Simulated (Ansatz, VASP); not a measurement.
## Pd in VASP and in Ansatz

Contents of INCAR:

```
PREC     = Accurate       # precision mode
ENCUT    = 520            # plane-wave cutoff, eV
EDIFF    = 1E-7           # SCF threshold, eV
ISMEAR   = -1             # smearing method
SIGMA    = 0.1            # smearing width, eV
LREAL    = F              # projectors in reciprocal space
LASPH    = T              # aspherical terms in the spheres
NELM     = 60             # most SCF steps
ALGO     = Normal         # electronic algorithm
ISIF     = 2              # what is computed and relaxed
LWAVE    = F              # write WAVECAR
LCHARG   = F              # write CHGCAR
GGA      = PE             # functional
NBANDS   = 22             # bands
```

Contents of KPOINTS:

```
regular mesh
0
Gamma
  11 11 15
```

File POSCAR:

```
Pd
1.0
    4.6213529689      0.0000000000      0.0000000000
   -2.3106764845      4.0022090709      0.0000000000
    0.0000000000      0.0000000000      2.7498020863
Pd
3
Direct
    0.0000000000      0.0000000000      0.0000000000
    0.3333333333      0.6666666667      0.5000000000
    0.6666666667      0.3333333333      0.5000000000
```

Input for Ansatz:

```yaml
crystal:
  lattice:
    - [4.6213529689, 0.0, 0.0]
    - [-2.3106764845, 4.0022090709, 0.0]
    - [0.0, 0.0, 2.7498020863]
  atoms:
    - { symbol: Pd, position: [0.0, 0.0, 0.0] }
    - { symbol: Pd, position: [0.3333333333, 0.6666666667, 0.5] }
    - { symbol: Pd, position: [0.6666666667, 0.3333333333, 0.5] }
hamiltonian:
  xc: pbe
  pseudopotentials:
    kind: paw
    azcp:
      Pd: "pseudopotentials/Pd.paw.azcp"
basis:
  ecutwfc: 420
  fft_grid_basis: typed
kpoints:
  mp_grid: { grid: [11, 11, 15], shift: [0, 0, 0] }
magnetization:
  spin_polarized: false
scf:
  occupations: { method: fermi_dirac, width: 0.1 }
output:
  stress: true
```

Alike in both runs: task single point; functional PBE; k mesh 11 × 11 × 15; occupations fermi-dirac, width 0.1 eV; no spin polarisation.

|  | VASP | Ansatz |
| --- | --- | --- |
| version | VASP 6.6.1 | Ansatz 0.2.0 |
| potentials or method | VASP PAW PBE potentials, release 64 (Pd), cutoff 520 eV | plane waves (420 eV) with PAW, scalar-relativistic |
| valence electrons in the cell | 30 | 54 |

VASP gave:

```
pressure (GPa)                                                : -10.0
traceless stress, the component that is largest in VASP (GPa) : 0.13
```

Problem. What did Ansatz give for the same quantities?

Solution. Pressure (GPa): -9.8; traceless stress, the component that is largest in VASP (GPa): 0.10.

VASP's potentials hold 30 valence electrons a cell and Ansatz's 54, so a difference there can come from the potentials and not from the codes.
